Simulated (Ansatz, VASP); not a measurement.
**MnO: VASP beside Ansatz**

```xyz
2
Lattice="2.9695 0.0000 0.0000 -1.4847 2.5717 0.0000 0.0000 0.0000 2.8981" Properties=species:S:1:pos:R:3 pbc="T T T"
Mn    0.0000    0.0000    0.0000
O     1.4847    0.8572    1.4490
```

Alike in both runs: task single point; functional PBE; k mesh 10 × 10 × 9; occupations fermi-dirac, width 0.05 eV; collinear spin.

|  | VASP | Ansatz |
| --- | --- | --- |
| version | VASP 6.6.1 | Ansatz 0.2.0 |
| potentials or method | VASP PAW PBE potentials, release 64 (Mn_pv, O) | Ansatz PAW |
| plane-wave cutoff (eV) | 520 | 420 |
| valence electrons in the cell | 19 | 21 |

Ansatz gave:

```
gap on the k mesh at the Fermi level (eV)                     : none
pressure (GPa)                                                : -1.3
traceless stress, the component that is largest in VASP (GPa) : -10.85
net moment per atom (μB)                                      : 2.38
size of the moment on the site where the two differ most (μB) : 4.01
```

**Question.** What did VASP give for the same quantities?

**Answer.** gap on the k mesh at the Fermi level (eV): none; pressure (GPa): -1.1; traceless stress, the component that is largest in VASP (GPa): -10.86; net moment per atom (μB): 2.38; size of the moment on the site where the two differ most (μB): 4.28.

Site moments also hang on the region over which each program counts them. A gap of «none» marks a metal or a gap that the smearing closes. With one functional, cell and mesh, what is left measures potentials, basis and numerics. VASP's potentials hold 19 valence electrons a cell and Ansatz's 21, so a difference there can come from the potentials and not from the codes.
